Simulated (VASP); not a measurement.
Write the native input for VASP 6.6.1 that does the following.

* Task: single point
* Functional: PBEsol
* Potentials or basis: VASP PAW PBE potentials, release 64 (Ag)
* Cutoff: 520 eV
* k mesh: 20 × 20 × 20
* Occupations: gaussian, width 0.15 eV
* Spin: no spin polarisation
* Dipole correction: no
* Further INCAR settings: ALGO = Fast; EDIFF = 1e-07; NBANDS = 12

The structure of Ag lies in POSCAR:

```
Ag
1.0
    0.0000000000      2.1452550000      2.0941775000
    2.1452550000      0.0000000000      2.0941775000
    2.1452550000      2.1452550000      0.0000000000
Ag
1
Direct
    0.0000000000      0.0000000000      0.0000000000
```

This cell differs from its parent crystal: strain +0.050 along x and y, +0.025 along z.

The input as run:

INCAR

```
PREC = Accurate
ENCUT = 520
EDIFF = 1E-7
ISMEAR = 0
SIGMA = 0.15
LREAL = F
LASPH = T
NELM = 60
ALGO = Fast
ISIF = 2
LWAVE = F
LCHARG = T
GGA = PS
LELF = T
LVHAR = T
NBANDS = 12
```

KPOINTS

```
Automatic mesh
0
Gamma
  20 20 20
```

Potentials or basis: VASP PAW PBE potentials, release 64 (Ag).

Launch:

```console
$ cat potpaw_PBE.64/Ag/POTCAR > POTCAR
$ mpirun -np 1 vasp_std > vasp.out
```

It gave:

| Property | Result |
| --- | --- |
| Pressure | -11.5 GPa |

Caveat: the cell differs from its parent crystal (strain +0.050 along x and y, +0.025 along z); the PAW data sets were made with another functional, which shifts forces and pressure a little.

It took 47 s on 1 thread of Intel(R) Xeon(R) 6975P-C (Granite Rapids) (shared host), peak memory 0.25 GiB.
